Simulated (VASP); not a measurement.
## AgCl: single point with PBEsol

The system is AgCl.

```
CELL_PARAMETERS angstrom
3.33116 0.00000 0.00000
0.00000 3.33116 0.00000
0.00000 0.00000 3.33116
ATOMIC_POSITIONS crystal
Ag 0.00000 0.00000 0.00000
Cl 0.50000 0.50000 0.50000
```

```yaml
Program: VASP 6.6.1
Task: single point
Functional: PBEsol
Potentials_or_basis: VASP PAW PBE potentials, release 64 (Ag, Cl)
Cutoff: 520 eV
k_mesh: 10 × 10 × 10
Occupations: gaussian, width 0.02 eV
Spin: no spin polarisation
```

```yaml
Pressure: -0.1 GPa
Band_gap_on_the_k_mesh: 0.45 eV, indirect (least direct gap 2.28 eV)
```

Levels at points of the mesh, in eV from the valence-band top:
```
           k point  band 7  band 8  band 9  band 10  band 11  band 12
(0.00, 0.00, 0.00)   -1.83   -1.83   -1.83     0.45     9.18     9.18
(0.50, 0.00, 0.00)   -1.59    0.00    0.00     4.75     5.86     8.92
(0.50, 0.50, 0.00)   -2.36   -1.65   -1.08     2.59     9.14     9.14
(0.50, 0.50, 0.50)   -0.18   -0.18   -0.18     4.31     4.31     4.31
```

It took 41 s on 1 thread of Intel Xeon 6975P-C, on a shared host, peak memory 0.18 GiB.

Caveat: the PAW data sets were made with another functional, which shifts forces and pressure a little. A k mesh can miss the band edges.
